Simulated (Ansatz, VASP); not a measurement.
H3PbCF in VASP and in Ansatz

File INCAR:

```
SYSTEM = H3PbCF
ALGO = Normal
EDIFF = 1E-6
ENCUT = 520
GGA = PE
ISIF = 2
ISMEAR = 0
LASPH = .TRUE.
LCHARG = .FALSE.
LREAL = .FALSE.
LWAVE = .FALSE.
NBANDS = 23
NELM = 60
PREC = Accurate
SIGMA = 0.01
```

KPOINTS

```
k-points
0
G
  1 1 1
  0 0 0
```

File POSCAR:

```
H3PbCF
1.0
   13.1300000000      0.0000000000      0.0000000000
    0.0000000000     10.7300000000      0.0000000000
    0.0000000000      0.0000000000     11.1300000000
Pb C H F
1 1 3 1
Direct
    0.4434859100      0.4894613200      0.4043126700
    0.5891073900      0.4878229300      0.5229955100
    0.6570974900      0.4653755800      0.4690898500
    0.5991325200      0.5807688700      0.5637834700
    0.5802185800      0.4193849000      0.5960305500
    0.3427265800      0.4845657000      0.5481958700
```

Input for Ansatz:

```yaml
crystal:
  lattice:
    - [13.13, 0.0, 0.0]
    - [0.0, 10.73, 0.0]
    - [0.0, 0.0, 11.13]
  atoms:
    - { symbol: Pb, position: [0.44348591, 0.48946132, 0.40431267] }
    - { symbol: C, position: [0.58910739, 0.48782293, 0.52299551] }
    - { symbol: H, position: [0.65709749, 0.46537558, 0.46908985] }
    - { symbol: H, position: [0.59913252, 0.58076887, 0.56378347] }
    - { symbol: H, position: [0.58021858, 0.4193849, 0.59603055] }
    - { symbol: F, position: [0.34272658, 0.4845657, 0.54819587] }
basis:
  ecutwfc: 420
  ecutrho_ratio: 4
kpoints:
  mp_grid: { grid: [1, 1, 1] }
hamiltonian:
  xc: pbe
scf:
  occupations: { method: gaussian, width: 0.01 }
output:
  forces: true
  eigenvalues: true
  populations: true
```

Alike in both runs: task single point; functional PBE; k mesh 1 × 1 × 1; occupations gaussian, width 0.01 eV; no spin polarisation.

|  | VASP | Ansatz |
| --- | --- | --- |
| version | VASP 6.6.1 | Ansatz 0.2.0 |
| potentials or method | VASP PAW PBE potentials, release 64 (Pb_d, C, H, F), cutoff 520 eV | scalar-relativistic, plane waves, PAW |
| valence electrons in the cell | 28 | 28 |

Ansatz gave:

```
gap on the k mesh at the Fermi level (eV) : 2.31
rms of the force components (eV/Å)        : 0.086
```

Question: Which values does VASP return?

Answer: gap on the k mesh at the Fermi level (eV): 2.29; rms of the force components (eV/Å): 0.100.

Atom by atom the forces differ by 0.029 eV/Å (rms over components).

Spin-orbit coupling is off throughout.
